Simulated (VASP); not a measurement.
A run of VASP 6.6.1 is set up as follows.

File INCAR:

```
PREC = Accurate ; ENCUT = 520
EDIFF = 1E-6 ; ISMEAR = 0
SIGMA = 0.01 ; LREAL = F
LASPH = T ; NELM = 100
ALGO = Normal ; ISIF = 2
LWAVE = F ; LCHARG = F
GGA = PE ; NBANDS = 42
```

KPOINTS

```
regular mesh
0
Gamma
  6 6 2
```

POSCAR

```
KScSe2
1.0
    4.1572228805      0.0000000000      0.0000000000
    0.0000000000      4.1572228805      0.0000000000
    0.0000000000      0.0000000000     12.1888251947
K Se Sc
2 4 2
Direct
    0.5000000000      0.0000000000      0.8865522386
    0.0000000000      0.5000000000      0.1134477614
    0.5000000000      0.0000000000      0.1768814500
    0.0000000000      0.5000000000      0.3986537621
    0.5000000000      0.0000000000      0.6013462379
    0.0000000000      0.5000000000      0.8231185500
    0.5000000000      0.0000000000      0.3757825648
    0.0000000000      0.5000000000      0.6242174352
```

Potentials or basis: VASP PAW PBE potentials, release 64 (K_sv, Se, Sc_sv).

Run with:

```sh
$ cat potpaw_PBE.64/K_sv/POTCAR potpaw_PBE.64/Se/POTCAR potpaw_PBE.64/Sc_sv/POTCAR > POTCAR
$ mpirun -np 1 vasp_std > vasp.out
```

(1) What does it give for the pressure?

(2) Predict the band gap on the k mesh.

(3) What does it give for the largest force?

## Answers

(1) 1.6 GPa.

(2) 0.36 eV.

(3) 0.243 eV/Å.

Caveat: semilocal functionals underestimate gaps, and a narrow one can read as zero.
